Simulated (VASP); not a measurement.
A run of VASP 6.6.1:

File POSCAR:

```
Ge
1.0
    1.3971490000     -2.6005160000      0.0000000000
    1.3971490000      2.6005160000      0.0000000000
    0.0000000000      0.0000000000      2.6982310000
Ge
1
Direct
    0.5000000000      0.5000000000      0.0000000000
```

Contents of INCAR.step1:

```
ALGO     = Normal         # electronic algorithm
EDIFF    = 1E-5           # SCF threshold, eV
ENCUT    = 520            # plane-wave cutoff, eV
GGA      = PE             # functional
ISIF     = 2              # what is computed and relaxed
ISMEAR   = -1             # smearing method
LASPH    = T              # aspherical terms in the spheres
LCHARG   = F              # write CHGCAR
LREAL    = F              # projectors in reciprocal space
LWAVE    = T              # write WAVECAR
NBANDS   = 13             # bands
NELM     = 80             # most SCF steps
PREC     = Accurate       # precision mode
SIGMA    = 0.05           # smearing width, eV
```

Contents of INCAR.step2:

```
ALGO     = Normal         # electronic algorithm
EDIFF    = 1E-6           # SCF threshold, eV
ENCUT    = 520            # plane-wave cutoff, eV
GGA      = PE             # functional
HFSCREEN = 0.2079         # screening, 1/A
ISIF     = 2              # what is computed and relaxed
ISMEAR   = -1             # smearing method
ISTART   = 1            
LASPH    = T              # aspherical terms in the spheres
LCHARG   = F              # write CHGCAR
LHFCALC  = T              # exact exchange
LREAL    = F              # projectors in reciprocal space
LWAVE    = F              # write WAVECAR
NBANDS   = 13             # bands
NELM     = 80             # most SCF steps
PREC     = Accurate       # precision mode
PRECFOCK = Normal       
SIGMA    = 0.05           # smearing width, eV
```

KPOINTS

```
k-points
0
Gamma
  6 6 6
```

Potentials or basis: VASP PAW PBE potentials, release 64 (Ge_d).

Launch:

```bash
$ cat potpaw_PBE.64/Ge_d/POTCAR > POTCAR
$ cp INCAR.step1 INCAR
$ mpirun -np 1 vasp_std > vasp.out
$ cp INCAR.step2 INCAR
$ mpirun -np 1 vasp_std > vasp.out
```

Hardware: 1 thread of AMD EPYC 7R13 Processor (Zen 3) (shared host).

Q: Estimate the wall time of this run.

A: It took 34 min on 1 thread of AMD EPYC 7R13 Processor (Zen 3) (shared host), peak memory 0.22 GiB. Counts: k points 52.
